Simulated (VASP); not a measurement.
# Al4RePb2 (P4/mmm) in VASP: further runs, part 2 of 2

VASP 6.6.1.

**3. Single point, PBE**

This run uses another cell than the first one, of 23.92 Å³/atom.

The input, INCAR:

```
SYSTEM = Al4RePb2
PREC     = Accurate       ! precision mode
ENCUT    = 520            ! plane-wave cutoff, eV
EDIFF    = 1E-6           ! SCF threshold, eV
ISMEAR   = 0              ! smearing method
SIGMA    = 0.1            ! smearing width, eV
LREAL    = .FALSE.        ! projectors in reciprocal space
LASPH    = .TRUE.         ! aspherical terms in the spheres
NELM     = 60             ! most SCF steps
ALGO     = Normal         ! electronic algorithm
ISIF     = 2              ! what is computed and relaxed
LWAVE    = .FALSE.        ! write WAVECAR
LCHARG   = .FALSE.        ! write CHGCAR
GGA      = PE             ! functional
NBANDS   = 32             ! bands
```

The input, KPOINTS:

```
Automatic mesh
0
G
  4 4 4
  0 0 0
```

The input, POSCAR:

```
Al4RePb2
1.0
    6.1980882474      0.0000000000      0.0000000000
    0.0000000000      6.1980882474      0.0000000000
    0.0000000000      0.0000000000      4.3580216351
Al Re Pb
4 1 2
Direct
    0.2832775916      0.2832775916      0.0000000000
    0.7167224084      0.2832775916      0.0000000000
    0.7167224084      0.7167224084      0.0000000000
    0.2832775916      0.7167224084      0.0000000000
    0.0000000000      0.0000000000      0.0000000000
    0.5000000000      0.0000000000      0.5000000000
    0.0000000000      0.5000000000      0.5000000000
```

Potentials or basis: VASP PAW PBE potentials, release 64 (Al, Re, Pb_d).

Run with:

```
> cat potpaw_PBE.64/Al/POTCAR potpaw_PBE.64/Re/POTCAR potpaw_PBE.64/Pb_d/POTCAR > POTCAR
> mpirun -np 1 vasp_std > vasp.out
```

OUTCAR:

```text
SYSTEM = Al4RePb2
   PREC = Accurate
   ENCUT = 520
   EDIFF = 1E-6
   ISMEAR = 0
   LREAL = .FALSE.
   LASPH = .TRUE.
   NELM = 60
   ISIF = 2
   GGA = PE

 ion  position               nearest neighbor table
   1  0.283  0.283  0.000-   5 2.48   4 2.69   2 2.69   6 3.10   7 3.10   6 3.10   7 3.10
   2  0.717  0.283  0.000-   5 2.48   3 2.69   1 2.69   6 3.10   7 3.10   6 3.10   7 3.10
   3  0.717  0.717  0.000-   5 2.48   4 2.69   2 2.69   6 3.10   7 3.10   6 3.10   7 3.10
   4  0.283  0.717  0.000-   5 2.48   3 2.69   1 2.69   6 3.10   7 3.10   6 3.10   7 3.10
   5  0.000  0.000  0.000-   1 2.48   2 2.48   3 2.48   4 2.48   6 3.79   7 3.79   6 3.79   7 3.79
                             7 3.79   7 3.79   6 3.79   6 3.79
   6  0.500  0.000  0.500-   1 3.10   2 3.10   3 3.10   4 3.10   1 3.10   2 3.10   3 3.10   4 3.10
                             5 3.79   5 3.79   5 3.79   5 3.79
   7  0.000  0.500  0.500-   1 3.10   2 3.10   3 3.10   4 3.10   1 3.10   2 3.10   3 3.10   4 3.10
                             5 3.79   5 3.79   5 3.79   5 3.79

  LATTYP: Found a simple tetragonal cell.
 ALAT       =     6.1980882474
 C/A-ratio  =     0.7031235215

  Lattice vectors:

 A1 = (   6.1980882474,   0.0000000000,   0.0000000000)
 A2 = (   0.0000000000,   6.1980882474,   0.0000000000)
 A3 = (   0.0000000000,   0.0000000000,   4.3580216351)

Analysis of symmetry for initial positions (statically):
=====================================================================
 Subroutine PRICEL returns:
 Original cell was already a primitive cell.

 Routine SETGRP: Setting up the symmetry group for a
 simple tetragonal supercell.

 Subroutine GETGRP returns: Found 16 space group operations
 (whereof 16 operations were pure point group operations)
 out of a pool of 16 trial point group operations.

The static configuration has the point symmetry D_4h.

Analysis of symmetry for dynamics (positions and initial velocities):
=====================================================================
 Subroutine PRICEL returns:
 Original cell was already a primitive cell.

 Routine SETGRP: Setting up the symmetry group for a
 simple tetragonal supercell.

 Subroutine GETGRP returns: Found 16 space group operations
 (whereof 16 operations were pure point group operations)
 out of a pool of 16 trial point group operations.

[... 133 lines left out ...]
   LRPA    =     F    only Hartree local field effects (RPA)
 non-spin polarized calculation
 Gauss-broadening in eV      SIGMA  =   0.10
  energy-cutoff  :      520.00
  volume of cell :      167.42
 maximum number of plane-waves:      4544
 NGX is ok and might be reduce to    48
   NGX = 23   NGY = 23   NGZ = 17

 number of electron      46.9999992 magnetization

 Free energy of the ion-electron system (eV)
  ---------------------------------------------------
  ext. energy  EPLUGINS =         0.00000000
  ---------------------------------------------------
  free energy    TOTEN  =       -30.20320999 eV

  energy without entropy =      -30.19051954  energy(sigma->0) =      -30.19686477

 E-fermi :   5.5836     XC(G=0):  -9.7578

 val. band max:        5.5491111530   @ k =   0.2500   0.2500   0.0000
 cond. band min:       5.6560395814   @ k =   0.2500   0.2500   0.5000
 fundamental gap:      0.1069284284
 Fermi energy:         5.5836174887

 k-point     1 :       0.0000    0.0000    0.0000
  band No.  band energies     occupation
      1     -11.1668      2.00000
      2     -11.1668      2.00000
      3     -11.1603      2.00000
      4     -11.1514      2.00000
      5     -11.1447      2.00000
      6     -11.1256      2.00000
[... 619 lines left out ...]
     31       9.0051      0.00000
     32       9.0051      0.00000

------------------------ aborting loop because EDIFF is reached ----------------------------------------

  FORCE on cell =-STRESS in cart. coord.  units (eV):
  Direction    XX          YY          ZZ          XY          YZ          ZX
  --------------------------------------------------------------------------------------
  -------------------------------------------------------------------------------------
  Total       -0.0652110     -0.0652110     -0.0321162      0.0000000      0.0000000      0.0000000
  in kB       -0.6240605     -0.6240605     -0.3073479      0.0000000      0.0000000      0.0000000
  external PRESSURE =      -0.5184896 kB  Pullay stress =       0.0000000 kB

 VOLUME and BASIS-vectors are now :
 -----------------------------------------------------------------------------
  energy-cutoff  :      520.00
  volume of cell :      167.42
      direct lattice vectors                 reciprocal lattice vectors
     6.198088247  0.000000000  0.000000000     0.161340071  0.000000000  0.000000000
     0.000000000  6.198088247  0.000000000     0.000000000  0.161340071  0.000000000
     0.000000000  0.000000000  4.358021635     0.000000000  0.000000000  0.229461917

 POSITION                                       TOTAL-FORCE (eV/Angst)
 -----------------------------------------------------------------------------------
      1.75578      1.75578      0.00000        -0.002854     -0.002854      0.000000
      4.44231      1.75578      0.00000         0.002854     -0.002854     -0.000000
      4.44231      4.44231      0.00000         0.002854      0.002854      0.000000
      1.75578      4.44231      0.00000        -0.002854      0.002854      0.000000
      0.00000      0.00000      0.00000         0.000000      0.000000      0.000000
      3.09904      0.00000      2.17901         0.000000      0.000000      0.000000
      0.00000      3.09904      2.17901         0.000000      0.000000      0.000000
 -----------------------------------------------------------------------------------
    total drift:                                0.000000      0.000000     -0.000000

  FREE ENERGIE OF THE ION-ELECTRON SYSTEM (eV)
  ---------------------------------------------------
  free  energy   TOTEN  =       -30.2032099897 eV

  energy  without entropy=      -30.1905195445  energy(sigma->0) =      -30.19686477
```

OSZICAR:

```text
N       E                     dE             d eps       ncg     rms          rms(c)
DAV:   1     0.357581459517E+03    0.35758E+03   -0.20295E+04  1728   0.144E+03
DAV:   2     0.381159765720E-01   -0.35754E+03   -0.34243E+03  1752   0.408E+02
DAV:   3    -0.300131890618E+02   -0.30051E+02   -0.28599E+02  1912   0.127E+02
DAV:   4    -0.309952259651E+02   -0.98204E+00   -0.96600E+00  1640   0.229E+01
DAV:   5    -0.310817282108E+02   -0.86502E-01   -0.86360E-01  1952   0.841E+00    0.171E+01
DAV:   6    -0.304261948723E+02    0.65553E+00   -0.13180E+00  1936   0.135E+01    0.600E+00
DAV:   7    -0.304861145521E+02   -0.59920E-01   -0.14386E+00  2160   0.137E+01    0.576E+00
DAV:   8    -0.302033233457E+02    0.28279E+00   -0.75373E-01  2040   0.101E+01    0.557E-01
DAV:   9    -0.302037370243E+02   -0.41368E-03   -0.66465E-02  1696   0.167E+00    0.395E-01
DAV:  10    -0.302031081232E+02    0.62890E-03   -0.38022E-03  2192   0.675E-01    0.143E-01
DAV:  11    -0.302031962578E+02   -0.88135E-04   -0.46093E-04  1784   0.161E-01    0.414E-02
DAV:  12    -0.302032070032E+02   -0.10745E-04   -0.41990E-05  1944   0.864E-02    0.132E-02
DAV:  13    -0.302032097500E+02   -0.27468E-05   -0.96537E-06  1416   0.176E-02    0.301E-03
DAV:  14    -0.302032099897E+02   -0.23979E-06   -0.76326E-07   880   0.670E-03
   1 F= -.30203210E+02 E0= -.30196865E+02  d E =-.126904E-01
```

stdout:

```text
POSCAR found type information on POSCAR AlRePb
 POSCAR found :  3 types and       7 ions
 scaLAPACK will be used
 LDA part: xc-table for (Slater+PW92), standard interpolation
 POSCAR, INCAR and KPOINTS ok, starting setup
 FFT: planning ... GRIDC
 FFT: planning ... GRID_SOFT
 FFT: planning ... GRID
 WAVECAR not read
 entering main loop
```

Wall time 1.7 min (1 thread of Oxide Virtual Turin-like, shared host); peak memory 0.27 GiB.

What came out:

| Property | Result |
| --- | --- |
| Free energy | -30.2032 eV |
| Pressure | -0.1 GPa |
| Largest force | 0.004 eV/Å |
| Band gap on the k mesh | zero (an odd number of electrons rules out a gap without spin polarisation) |

Forces on the atoms (eV/Å):
```
Al  -0.003 -0.003  0.000
Al   0.003 -0.003  0.000
Al   0.003  0.003  0.000
Al  -0.003  0.003  0.000
Re   0.000  0.000  0.000
Pb   0.000  0.000  0.000
Pb   0.000  0.000  0.000
```

Caveat: the k points lie up to 0.36 Å⁻¹ apart, too coarse for converged energies and pressures of a metal; spin-orbit coupling is left out, which moves the levels of the heavy elements.

**4. Single point, PBE**

This run uses another cell than the first one, of 23.68 Å³/atom.

The input, INCAR:

```
SYSTEM = Al4RePb2
ALGO = Fast
EDIFF = 1E-6
ENCUT = 520
GGA = PE
ISIF = 2
ISMEAR = 0
LASPH = .True.
LCHARG = .True.
LELF = .True.
LREAL = .False.
LVHAR = .True.
LWAVE = .False.
NBANDS = 32
NELM = 60
PREC = Accurate
SIGMA = 0.1
```

The input, KPOINTS:

```
k-points
0
Gamma
  6 6 10
  0 0 0
```

The input, POSCAR:

```
Al4RePb2
1.0
    6.2243989397      0.0000000000      0.0000000000
    0.0000000000      6.2243989397      0.0000000000
    0.0000000000      0.0000000000      4.2785138023
Al Re Pb
4 1 2
Direct
    0.2828168513      0.2828168513      0.0000000000
    0.7171831487      0.2828168513      0.0000000000
    0.7171831487      0.7171831487      0.0000000000
    0.2828168513      0.7171831487      0.0000000000
    0.0000000000      0.0000000000      0.0000000000
    0.5000000000      0.0000000000      0.5000000000
    0.0000000000      0.5000000000      0.5000000000
```

Potentials or basis: VASP PAW PBE potentials, release 64 (Al, Re, Pb_d).

Run with:

```
> cat potpaw_PBE.64/Al/POTCAR potpaw_PBE.64/Re/POTCAR potpaw_PBE.64/Pb_d/POTCAR > POTCAR
> mpirun -np 1 vasp_std > vasp.out
```

OUTCAR:

```text
SYSTEM = Al4RePb2
   EDIFF = 1E-6
   ENCUT = 520
   GGA = PE
   ISIF = 2
   ISMEAR = 0
   LASPH = .True.
   LREAL = .False.
   NELM = 60
   PREC = Accurate

 ion  position               nearest neighbor table
   1  0.283  0.283  0.000-   5 2.49   4 2.70   2 2.70   6 3.08   7 3.08   6 3.08   7 3.08
   2  0.717  0.283  0.000-   5 2.49   3 2.70   1 2.70   6 3.08   7 3.08   6 3.08   7 3.08
   3  0.717  0.717  0.000-   5 2.49   4 2.70   2 2.70   6 3.08   7 3.08   6 3.08   7 3.08
   4  0.283  0.717  0.000-   5 2.49   3 2.70   1 2.70   6 3.08   7 3.08   6 3.08   7 3.08
   5  0.000  0.000  0.000-   1 2.49   2 2.49   3 2.49   4 2.49   6 3.78   7 3.78   6 3.78   7 3.78
                             7 3.78   7 3.78   6 3.78   6 3.78
   6  0.500  0.000  0.500-   1 3.08   2 3.08   3 3.08   4 3.08   1 3.08   2 3.08   3 3.08   4 3.08
                             5 3.78   5 3.78   5 3.78   5 3.78
   7  0.000  0.500  0.500-   1 3.08   2 3.08   3 3.08   4 3.08   1 3.08   2 3.08   3 3.08   4 3.08
                             5 3.78   5 3.78   5 3.78   5 3.78

  LATTYP: Found a simple tetragonal cell.
 ALAT       =     6.2243989397
 C/A-ratio  =     0.6873778245

  Lattice vectors:

 A1 = (   6.2243989397,   0.0000000000,   0.0000000000)
 A2 = (   0.0000000000,   6.2243989397,   0.0000000000)
[... 198 lines left out ...]
      2     -11.0708      2.00000
      3     -11.0702      2.00000
      4     -11.0553      2.00000
      5     -11.0500      2.00000
      6     -11.0313      2.00000
[... 829 lines left out ...]
     31       9.6223      0.00000
     32       9.9207      0.00000

 [... further k-points ...]

------------------------ aborting loop because EDIFF is reached ----------------------------------------

  FORCE on cell =-STRESS in cart. coord.  units (eV):
  Direction    XX          YY          ZZ          XY          YZ          ZX
  --------------------------------------------------------------------------------------
  -------------------------------------------------------------------------------------
  Total        0.0866203      0.0866203      0.1091120      0.0000000      0.0000000      0.0000000
  in kB        0.8372255      0.8372255      1.0546188      0.0000000      0.0000000      0.0000000
  external PRESSURE =       0.9096900 kB  Pullay stress =       0.0000000 kB

 VOLUME and BASIS-vectors are now :
 -----------------------------------------------------------------------------
  energy-cutoff  :      520.00
  volume of cell :      165.76
      direct lattice vectors                 reciprocal lattice vectors
     6.224398940  0.000000000  0.000000000     0.160658083  0.000000000  0.000000000
     0.000000000  6.224398940  0.000000000     0.000000000  0.160658083  0.000000000
     0.000000000  0.000000000  4.278513802     0.000000000  0.000000000  0.233726019

 POSITION                                       TOTAL-FORCE (eV/Angst)
 -----------------------------------------------------------------------------------
      1.76036      1.76036      0.00000         0.000870      0.000870      0.000000
      4.46403      1.76036      0.00000        -0.000870      0.000870     -0.000000
      4.46403      4.46403      0.00000        -0.000870     -0.000870     -0.000000
      1.76036      4.46403      0.00000         0.000870     -0.000870      0.000000
      0.00000      0.00000      0.00000        -0.000000      0.000000      0.000000
      3.11220      0.00000      2.13926        -0.000000      0.000000      0.000000
      0.00000      3.11220      2.13926        -0.000000      0.000000      0.000000
 -----------------------------------------------------------------------------------
    total drift:                               -0.000000      0.000000     -0.000000

  FREE ENERGIE OF THE ION-ELECTRON SYSTEM (eV)
  ---------------------------------------------------
  free  energy   TOTEN  =       -30.1687553146 eV

  energy  without entropy=      -30.1437120768  energy(sigma->0) =      -30.15623370
```

OSZICAR:

```text
N       E                     dE             d eps       ncg     rms          rms(c)
DAV:   1     0.358610717082E+03    0.35861E+03   -0.20394E+04  5752   0.144E+03
DAV:   2     0.270893616748E+00   -0.35834E+03   -0.34205E+03  5824   0.412E+02
DAV:   3    -0.299692394423E+02   -0.30240E+02   -0.29018E+02  6392   0.128E+02
[... 16 lines left out ...]
RMM:  20    -0.301687405972E+02   -0.44593E-05   -0.47718E-05  4565   0.624E-02    0.398E-02
RMM:  21    -0.301687475840E+02   -0.69868E-05   -0.61296E-05  4174   0.510E-02    0.314E-02
RMM:  22    -0.301687517131E+02   -0.41291E-05   -0.20391E-05  4126   0.508E-02    0.420E-02
RMM:  23    -0.301687547780E+02   -0.30649E-05   -0.22917E-05  4061   0.519E-02    0.321E-02
RMM:  24    -0.301687553146E+02   -0.53653E-06   -0.88241E-06  3981   0.516E-02
   1 F= -.30168755E+02 E0= -.30156234E+02  d E =-.250432E-01
```

stdout:

```text
POSCAR found type information on POSCAR AlRePb
 POSCAR found :  3 types and       7 ions
 scaLAPACK will be used
 LDA part: xc-table for (Slater+PW92), standard interpolation
 POSCAR, INCAR and KPOINTS ok, starting setup
 FFT: planning ... GRIDC
 FFT: planning ... GRID_SOFT
 FFT: planning ... GRID
 WAVECAR not read
 entering main loop
```

Wall time 9.4 min (1 thread of Oxide Virtual Turin-like, shared host); peak memory 0.43 GiB.

What came out:

```
Free energy            : -30.1688 eV
Pressure               : 0.1 GPa
Band gap on the k mesh : zero (an odd number of electrons rules out a gap without spin polarisation)
```

Levels at points of the mesh, in eV from the Fermi level:
| k point | band 21 | band 22 | band 23 | band 24 | band 25 | band 26 | band 27 | band 28 |
| --- | --- | --- | --- | --- | --- | --- | --- | --- |
| (0.00, 0.00, 0.00) | -0.87 | -0.77 | -0.55 | -0.55 | 0.98 | 1.98 | 2.19 | 2.98 |
| (0.50, 0.00, 0.00) | -0.63 | -0.52 | -0.52 | -0.31 | 0.10 | 0.99 | 2.41 | 3.24 |
| (0.50, 0.50, 0.00) | -1.36 | -1.11 | 0.91 | 1.30 | 1.30 | 1.35 | 1.35 | 1.38 |
| (0.00, 0.00, 0.50) | -0.35 | -0.35 | 0.23 | 0.25 | 0.25 | 0.52 | 1.10 | 1.27 |
| (0.50, 0.00, 0.50) | -1.72 | -1.25 | -0.95 | -0.66 | -0.33 | 0.78 | 0.80 | 1.97 |
| (0.50, 0.50, 0.50) | -0.47 | -0.47 | 0.74 | 0.76 | 1.21 | 1.78 | 1.78 | 1.93 |

Caveat: spin-orbit coupling is left out, which moves the levels of the heavy elements.

**5. Summary**

| cell | k mesh | gap on the mesh (eV) | pressure (GPa) |
| --- | --- | --- | --- |
| a = 6.453, b = 6.453, c = 3.753 Å, 7 atoms, atomic positions A | 4 × 4 × 6 | none | 19.1 |
| a = 6.198, b = 6.198, c = 4.358 Å, 7 atoms, atomic positions B | 4 × 4 × 4 | none | -0.1 |
| a = 6.224, b = 6.224, c = 4.279 Å, 7 atoms, atomic positions C | 6 × 6 × 10 | none | 0.1 |

Alike in all rows: task single point; level PBE; potentials or basis VASP PAW PBE potentials, release 64 (Al, Re, Pb_d); no spin polarisation; cutoff (eV) 520; smearing gaussian 0.1 eV.

Caveats: some runs use coarse meshes; spin-orbit coupling is left out, which moves the levels of the heavy elements; the stress differs along the axes, from 5 to 26 GPa (at least some runs); forces of over 1 eV/Å act on the atoms, so gaps and moduli don't describe the material at rest (at least some runs).

Total energies depend on the potentials used, so only differences within one code and one set of settings carry meaning.

The gap in the log of VASP goes by the Fermi energy; the results here count the filled bands.